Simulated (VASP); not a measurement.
Set up this calculation in VASP 6.6.1, as the native input.

- Task: single point
- Functional: PBE
- Potentials or basis: VASP PAW PBE potentials, release 64 (Cd, S)
- Cutoff: 520 eV
- k mesh: 10 × 10 × 10
- Occupations: gaussian, width 0.05 eV
- Spin: no spin polarisation
- Dipole correction: no
- Further INCAR settings: ALGO = Normal; EDIFF = 1e-07; NBANDS = 16

The structure of CdS lies in POSCAR:

```
CdS
1.0
    0.0000000000      2.9633540252      2.9633540252
    2.9633540252      0.0000000000      2.9633540252
    2.9633540252      2.9633540252      0.0000000000
Cd S
1 1
Direct
    0.0000000000      0.0000000000      0.0000000000
    0.7500000000      0.7500000000      0.7500000000
```

These files were run (other wordings do the same):

INCAR

```
SYSTEM = CdS
  PREC = Accurate
  ENCUT = 520
  EDIFF = 1E-7
  ISMEAR = 0
  SIGMA = 0.05
  LREAL = .False.
  LASPH = .True.
  NELM = 100
  ALGO = Normal
  ISIF = 2
  LWAVE = .False.
  LCHARG = .False.
  GGA = PE
  NBANDS = 16
```

KPOINTS

```
regular mesh
0
Gamma
  10 10 10
  0 0 0
```

Potentials or basis: VASP PAW PBE potentials, release 64 (Cd, S).

Launch:

```console
$ cat potpaw_PBE.64/Cd/POTCAR potpaw_PBE.64/S/POTCAR > POTCAR
$ mpirun -np 1 vasp_std > vasp.out
```

Results of the run:

The pressure is 0.3 GPa and the band gap on the k mesh is 1.04 eV, direct.

Wall time 14 s on 1 thread of Intel(R) Xeon(R) Platinum 8559C (Emerald Rapids) (shared host), peak memory 0.19 GiB.
